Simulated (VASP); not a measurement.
# Bi (Im-3m) in VASP: further runs

Runs on Bi. Level: PBE. Tasks: single point.

All numbers are computed with VASP 6.6.1; they aren't measurements. Logs are shortened: lines on timing, memory, paths and dates and some standing lists are left out, and cuts for length are marked.

## Step 1: The cell of the first run

Symmetry: Im-3m, No. 229, cubic system. The conventional cell has a = 3.963 Å, b = 3.963 Å, c = 3.963 Å, α = 90.00°, β = 90.00°, γ = 90.00°. Bi (site symmetry m-3m) has 14 Bi at 3.43 to 3.96 Å within 4.5 Å.

## Step 2: Single point, PBE

INCAR reads:

```
SYSTEM = Bi
PREC = Accurate
ENCUT = 520
EDIFF = 1E-6
ISMEAR = 0
SIGMA = 0.027000000000000003
LREAL = .FALSE.
LASPH = .TRUE.
NELM = 80
ALGO = Normal
ISIF = 2
LWAVE = .FALSE.
LCHARG = .FALSE.
GGA = PE
NBANDS = 14
```

KPOINTS reads:

```
regular mesh
0
G
  9 9 9
  0 0 0
```

POSCAR reads:

```
Bi
1.0
   -1.9814305318      1.9814305318      1.9814305318
    1.9814305318     -1.9814305318      1.9814305318
    1.9814305318      1.9814305318     -1.9814305318
Bi
1
Direct
    0.0000000000      0.0000000000      0.0000000000
```

Potentials or basis: VASP PAW PBE potentials, release 64 (Bi_d).

The run is started by

```bash
$ cat potpaw_PBE.64/Bi_d/POTCAR > POTCAR
$ mpirun -np 1 vasp_std > vasp.out
```

OUTCAR:

```text
SYSTEM = Bi
   PREC = Accurate
   ENCUT = 520
   EDIFF = 1E-6
   ISMEAR = 0
   LREAL = .FALSE.
   LASPH = .TRUE.
   NELM = 80
   ISIF = 2
   GGA = PE

 ion  position               nearest neighbor table
   1  0.000  0.000  0.000-

  LATTYP: Found a body centered cubic cell.
 ALAT       =     3.9628610636

  Lattice vectors:

 A1 = (  -1.9814305318,   1.9814305318,   1.9814305318)
 A2 = (   1.9814305318,  -1.9814305318,   1.9814305318)
 A3 = (   1.9814305318,   1.9814305318,  -1.9814305318)

Analysis of symmetry for initial positions (statically):
=====================================================================
 Subroutine PRICEL returns:
 Original cell was already a primitive cell.

 Routine SETGRP: Setting up the symmetry group for a
 body centered cubic supercell.

 Subroutine GETGRP returns: Found 48 space group operations
[... 9 lines left out ...]

 Routine SETGRP: Setting up the symmetry group for a
 body centered cubic supercell.

 Subroutine GETGRP returns: Found 48 space group operations
[... 11 lines left out ...]
                                     Primitive cell

  volume of cell :      31.1169

  direct lattice vectors                    reciprocal lattice vectors
    -1.981430532  1.981430532  1.981430532     0.000000000  0.252342937  0.252342937
     1.981430532 -1.981430532  1.981430532     0.252342937  0.000000000  0.252342937
     1.981430532  1.981430532 -1.981430532     0.252342937  0.252342937  0.000000000

  length of vectors
     3.431938353  3.431938353  3.431938353     0.356866804  0.356866804  0.356866804

  position of ions in fractional coordinates (direct lattice)
     0.000000000  0.000000000  0.000000000

  ion indices of the primitive-cell ions
   primitive index   ion index
                 1           1

----------------------------------------------------------------------------------------

 KPOINTS: regular mesh

Automatic generation of k-mesh.
 Grid dimensions read from file:
 generate k-points for:    9    9    9

 Generating k-lattice:

  Cartesian coordinates                     Fractional coordinates (reciprocal lattice)
     0.000000000  0.028038104  0.028038104     0.111111111  0.000000000  0.000000000
     0.028038104  0.000000000  0.028038104     0.000000000  0.111111111  0.000000000
     0.028038104  0.028038104  0.000000000     0.000000000  0.000000000  0.111111111

  Length of vectors
     0.039651867  0.039651867  0.039651867

  Shift w.r.t. Gamma in fractional coordinates (k-lattice)
     0.000000000  0.000000000  0.000000000

 Subroutine IBZKPT returns following result:
 ===========================================

 Found     35 irreducible k-points:

 Following reciprocal coordinates:
            Coordinates               Weight
  0.000000  0.000000  0.000000      1.000000
  0.111111  0.000000  0.000000     12.000000
  0.222222  0.000000  0.000000     12.000000
  0.333333  0.000000  0.000000     12.000000
  0.444444  0.000000  0.000000     12.000000
  0.111111  0.111111  0.000000     24.000000
[... 16 lines left out ...]
 -0.333333  0.444444  0.111111     48.000000
 -0.444444 -0.444444  0.111111     24.000000
 [... further k-points ...]
   k-points           NKPTS =     35   k-points in BZ     NKDIM =     35   number of bands    NBANDS=     14
   number of dos      NEDOS =    301   number of ions     NIONS =      1
   total plane-waves  NPLWV =  21952
   dimension x,y,z NGX =    28 NGY =   28 NGZ =   28
   dimension x,y,z NGXF=    56 NGYF=   56 NGZF=   56
   ions per type =               1
   NGX,Y,Z   is equivalent  to a cutoff of  13.56, 13.56, 13.56 a.u.
   NGXF,Y,Z  is equivalent  to a cutoff of  27.13, 27.13, 27.13 a.u.
 SYSTEM =  Bi
   PREC   = accura    normal or accurate (medium, high low for compatibility)
   ISTART =      0    job   : 0-new  1-cont  2-samecut
   ICHARG =      2    charge: 1-file 2-atom 10-const
   ISPIN  =      1    spin polarized calculation?
   LNONCOLLINEAR =      F non collinear calculations
   LSORBIT =      F    spin-orbit coupling
   LASPH  =      T    aspherical Exc in radial PAW
   ENCUT  =  520.0 eV  38.22 Ry    6.18 a.u.   6.38  6.38  6.38*2*pi/ulx,y,z
   NELM   =     80;   NELMIN=  2; NELMDL= -5     # of ELM steps
   EDIFF  = 0.1E-05   stopping-criterion for ELM
   LREAL  =      F    real-space projection
   EDIFFG = 0.1E-04   stopping-criterion for IOM
   NSW    =      0    number of steps for IOM
   IBRION =     -1    ionic relax: 0-MD 1-quasi-New 2-CG
[... 8 lines left out ...]
   EMIN   =  10.00;   EMAX   =-10.00  energy-range for DOS
   EFERMI =   0.00;   METHOD = LEGACY
   ISMEAR =     0;   SIGMA  =   0.03  broadening in eV -4-tet -1-fermi 0-gaus
   EFERMI_NEDOS =   21; number of points for ismear=-14 and -15
   IALGO  =     38    algorithm
   IMIX   =      4    mixing-type and parameters
     AMIX     =   0.40;   BMIX     =  1.00
     AMIX_MAG =   1.60;   BMIX_MAG =  1.00
  volume/ion in A,a.u.               =      31.12       209.99
  Fermi-wavevector in a.u.,A,eV,Ry     =   1.283630  2.425708 22.418388  1.647705
  Thomas-Fermi vector in A             =   2.415871
   LORBIT       =      0    0 simple, 1 ext, 2 COOP (PROOUT), +10 PAW based schemes
   GGA     = PE    functional components
   LHFCALC =     F    Hartree Fock is set to
   AEXX    =    0.0000 exact exchange contribution
   IVDW    =     0    specifies the selected vdW correction
   LEPSILON=     F    determine dielectric tensor
   LRPA    =     F    only Hartree local field effects (RPA)
 non-spin polarized calculation
 Gauss-broadening in eV      SIGMA  =   0.03
  energy-cutoff  :      520.00
  volume of cell :       31.12
 maximum number of plane-waves:       887
 NGX is ok and might be reduce to    28
   NGX = 13   NGY = 13   NGZ = 13

 number of electron      14.9999994 magnetization

 Free energy of the ion-electron system (eV)
  ---------------------------------------------------
  ext. energy  EPLUGINS =         0.00000000
  ---------------------------------------------------
  free energy    TOTEN  =        -3.76720717 eV

  energy without entropy =       -3.76662190  energy(sigma->0) =       -3.76691453

 E-fermi :   7.9342     XC(G=0): -10.2914

 val. band max:        7.9101564874   @ k =   0.2222   0.0000   0.0000
 cond. band min:       7.9408762070   @ k =  -0.2222   0.2222   0.1111
 fundamental gap:      0.0307197196
 Fermi energy:         7.9342487563

 k-point     1 :       0.0000    0.0000    0.0000
  band No.  band energies     occupation
      1     -15.1153      2.00000
      2     -15.1153      2.00000
      3     -15.1153      2.00000
      4     -14.9873      2.00000
      5     -14.9873      2.00000
      6      -5.5996      2.00000
      7      13.0412      0.00000
      8      13.0412      0.00000
      9      13.0412      0.00000
     10      17.0519      0.00000
     11      18.3960      0.00000
     12      18.3960      0.00000
     13      18.3960      0.00000
     14      19.5992      0.00000

 k-point     2 :       0.1111    0.0000    0.0000
  band No.  band energies     occupation
      1     -15.1199      2.00000
      2     -15.1074      2.00000
      3     -15.0910      2.00000
      4     -14.9926      2.00000
      5     -14.9882      2.00000
      6      -5.3750      2.00000
      7      11.0301      0.00000
      8      12.3996      0.00000
      9      12.8396      0.00000
     10      16.7261      0.00000
     11      17.4814      0.00000
     12      18.1413      0.00000
     13      18.6134      0.00000
     14      20.5297      0.00000

 k-point     3 :       0.2222    0.0000    0.0000
  band No.  band energies     occupation
      1     -15.1316      2.00000
      2     -15.0916      2.00000
      3     -15.0291      2.00000
      4     -15.0026      2.00000
      5     -14.9905      2.00000
      6      -4.7178      2.00000
      7       7.9102      1.79302
      8      11.1849      0.00000
      9      12.3209      0.00000
     10      15.2795      0.00000
     11      16.5042      0.00000
     12      18.3026      0.00000
     13      19.8217      0.00000
     14      22.5817      0.00000

 k-point     4 :       0.3333    0.0000    0.0000
  band No.  band energies     occupation
      1     -15.1449      2.00000
      2     -15.0860      2.00000
      3     -15.0028      2.00000
      4     -14.9930      2.00000
      5     -14.9576      2.00000
      6      -3.7157      2.00000
      7       5.0820      2.00000
      8      10.1437      0.00000
      9      11.7621      0.00000
     10      14.3735      0.00000
     11      15.8489      0.00000
     12      19.1265      0.00000
     13      20.6300      0.00000
     14      24.8971      0.00000

 k-point     5 :       0.4444    0.0000    0.0000
  band No.  band energies     occupation
      1     -15.1535      2.00000
      2     -15.0907      2.00000
      3     -14.9953      2.00000
      4     -14.9946      2.00000
      5     -14.9103      2.00000
      6      -2.7311      2.00000
      7       3.1491      2.00000
      8       9.5701      0.00000
      9      11.4238      0.00000
     10      13.9414      0.00000
     11      15.5238      0.00000
[... 276 lines left out ...]
 k-point    22 :      -0.4444    0.4444    0.1111
  band No.  band energies     occupation
      1     -15.1272      2.00000
      2     -15.0823      2.00000
      3     -15.0104      2.00000
      4     -14.9987      2.00000
      5     -14.9126      2.00000
      6      -2.5495      2.00000
      7       3.3925      2.00000
      8       8.9392      0.00000
      9      10.3080      0.00000
     10      15.2619      0.00000
     11      16.5048      0.00000
     12      17.7992      0.00000
     13      19.7898      0.00000
     14      26.0269      0.00000

 k-point    23 :      -0.3333    0.4444    0.1111
  band No.  band energies     occupation
      1     -15.1021      2.00000
      2     -15.0672      2.00000
      3     -15.0215      2.00000
      4     -15.0029      2.00000
      5     -14.9361      2.00000
      6      -2.6845      2.00000
      7       4.4543      2.00000
      8       7.4444      2.00000
      9      10.6317      0.00000
     10      15.1903      0.00000
     11      16.1412      0.00000
     12      19.2692      0.00000
     13      19.5550      0.00000
     14      23.2110      0.00000

 k-point    24 :      -0.4444   -0.4444    0.1111
  band No.  band energies     occupation
      1     -15.1046      2.00000
      2     -15.0709      2.00000
      3     -15.0279      2.00000
      4     -14.9913      2.00000
      5     -14.9169      2.00000
      6      -2.1288      2.00000
      7       3.5506      2.00000
      8       7.0743      2.00000
      9      10.5585      0.00000
     10      15.3114      0.00000
     11      16.7700      0.00000
     12      17.8311      0.00000
     13      19.3042      0.00000
     14      25.6237      0.00000

 [... further k-points ...]
[... 5 lines left out ...]
  --------------------------------------------------------------------------------------
  -------------------------------------------------------------------------------------
  Total        0.1516400      0.1516400      0.1516400     -0.0000000     -0.0000000      0.0000000
  in kB        7.8077834      7.8077834      7.8077834     -0.0000000     -0.0000000      0.0000000
  external PRESSURE =       7.8077834 kB  Pullay stress =       0.0000000 kB

 VOLUME and BASIS-vectors are now :
 -----------------------------------------------------------------------------
  energy-cutoff  :      520.00
  volume of cell :       31.12
      direct lattice vectors                 reciprocal lattice vectors
    -1.981430532  1.981430532  1.981430532     0.000000000  0.252342937  0.252342937
     1.981430532 -1.981430532  1.981430532     0.252342937  0.000000000  0.252342937
     1.981430532  1.981430532 -1.981430532     0.252342937  0.252342937  0.000000000

 POSITION                                       TOTAL-FORCE (eV/Angst)
 -----------------------------------------------------------------------------------
      0.00000      0.00000      0.00000        -0.000000      0.000000      0.000000
 -----------------------------------------------------------------------------------
    total drift:                               -0.000000     -0.000000     -0.000000

  FREE ENERGIE OF THE ION-ELECTRON SYSTEM (eV)
  ---------------------------------------------------
  free  energy   TOTEN  =        -3.7672071718 eV

  energy  without entropy=       -3.7666218963  energy(sigma->0) =       -3.76691453
```

Run time: 7.7 s. Hardware: 1 thread of Intel Xeon 6975P-C (Granite Rapids), shared host; peak memory 0.15 GiB.

What came out:

| Item | Value |
| --- | --- |
| Free energy | -3.7672 eV |
| Pressure | 0.8 GPa |

Caveat: spin-orbit coupling is left out, which moves the levels of the heavy elements.

## Step 3: Single point, PBE

INCAR reads:

```
ALGO     = Normal         # electronic algorithm
EDIFF    = 1E-6           # SCF threshold, eV
ENCUT    = 520            # plane-wave cutoff, eV
GGA      = PE             # functional
ISIF     = 2              # what is computed and relaxed
ISMEAR   = 0              # smearing method
LASPH    = T              # aspherical terms in the spheres
LCHARG   = F              # write CHGCAR
LREAL    = F              # projectors in reciprocal space
LWAVE    = F              # write WAVECAR
NBANDS   = 14             # bands
NELM     = 60             # most SCF steps
PREC     = Accurate       # precision mode
SIGMA    = 0.028000000000000004 # smearing width, eV
```

KPOINTS reads:

```
k-points
0
Gamma
  9 9 9
```

POSCAR is that of step 2.

Potentials or basis: VASP PAW PBE potentials, release 64 (Bi_d).

The run is started by

```bash
$ cat potpaw_PBE.64/Bi_d/POTCAR > POTCAR
$ mpirun -np 1 vasp_std > vasp.out
```

Wall time 6.9 s (1 thread of Intel Xeon 6975P-C (Granite Rapids), shared host); peak memory 0.15 GiB.

Results (log left out):

- Free energy: -3.7672 eV
- Pressure: 0.8 GPa

Levels at points of the mesh, in eV from the Fermi level:
```
           k point  band 5  band 6  band 7  band 8  band 9  band 10
(0.00, 0.00, 0.00)  -22.92  -13.53    5.11    5.11    5.11     9.12
```

Caveat: spin-orbit coupling is left out, which moves the levels of the heavy elements.
